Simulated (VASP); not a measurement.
# PbS: single point with LDA

PbS:

```
Pb S
1.0
     0.00000    2.97057    2.97057
     2.97057    0.00000    2.97057
     2.97057    2.97057    0.00000
Pb S
1 1
Direct
  0.00000 0.00000 0.00000
  0.50000 0.50000 0.50000
```

```
Program                : VASP 6.6.1
Task                   : single point
Functional             : LDA
Potentials or basis    : VASP PAW LDA potentials, release 64 (Pb_d, S)
Cutoff                 : 520 eV
k mesh                 : 8 × 8 × 8
Occupations            : gaussian, width 0.01 eV
Spin                   : no spin polarisation
Dipole correction      : no
Further INCAR settings : ALGO = Normal; EDIFF = 1e-06; NBANDS = 17
```

```json
{
  "Pressure": "-2.8 GPa",
  "Band gap on the k mesh": "0.22 eV"
}
```

Levels at points of the mesh, in eV from the valence-band top:
```csv
k point,band 8,band 9,band 10,band 11,band 12,band 13
"(0.00, 0.00, 0.00)",-2.13,-2.13,-2.13,5.06,5.06,5.06
"(0.50, 0.00, 0.00)",-1.73,-1.73,0.00,0.22,1.85,1.85
"(0.50, 0.50, 0.00)",-5.21,-3.43,-3.43,3.75,5.45,5.55
```

It took 8.7 s on 1 thread of Intel(R) Xeon(R) Platinum 8559C (Emerald Rapids), on a shared host, peak memory 0.16 GiB.

Caveat: spin-orbit coupling is left out, which moves the levels of the heavy elements. A k mesh can miss the band edges.
